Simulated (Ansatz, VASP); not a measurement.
**Two plane-wave programs on Al2BP3**

```xyz
6
Lattice="2.4496 1.4143 4.0068 -2.4496 1.4143 4.0068 0.0000 -2.8285 4.0068" Properties=species:S:1:pos:R:3 pbc="T T T"
Al    0.0000    0.0000    1.5560
Al    0.0000    0.0000   10.4645
B     0.0000    0.0000    6.0103
P    -1.2248   -0.7071    4.0068
P     1.2248   -0.7071    4.0068
P     0.0000    1.4143    4.0068
```

Change from the starting cell: species swapped into the Dy2Fe3Ni type (R-3m, No. 166).

Alike in both runs: task relaxation of cell and atoms; functional PBE; k mesh 12 × 12 × 12; occupations gaussian, width 0.1 eV; no spin polarisation.

|  | VASP | Ansatz |
| --- | --- | --- |
| version | VASP 6.6.1 | Ansatz 0.2.0 |
| potentials or method | VASP PAW PBE potentials, release 64 (Al, B, P), cutoff 600 eV | scalar-relativistic, plane waves, PAW |
| valence electrons in the cell | 24 | 24 |

|  | VASP | Ansatz | Ansatz less VASP |
| --- | --- | --- | --- |
| gap on the k mesh at the Fermi level, each at its own relaxed structure (eV) | none | none | - |
| relaxed volume (Å³/atom) | 15.03 | 15.06 | +0.026 |
| relaxed length of the cell vector where the two differ most in proportion (Å) | 4.520 | 4.522 | +0.0020 |

A gap of «none» marks a metal or a gap that the smearing closes.
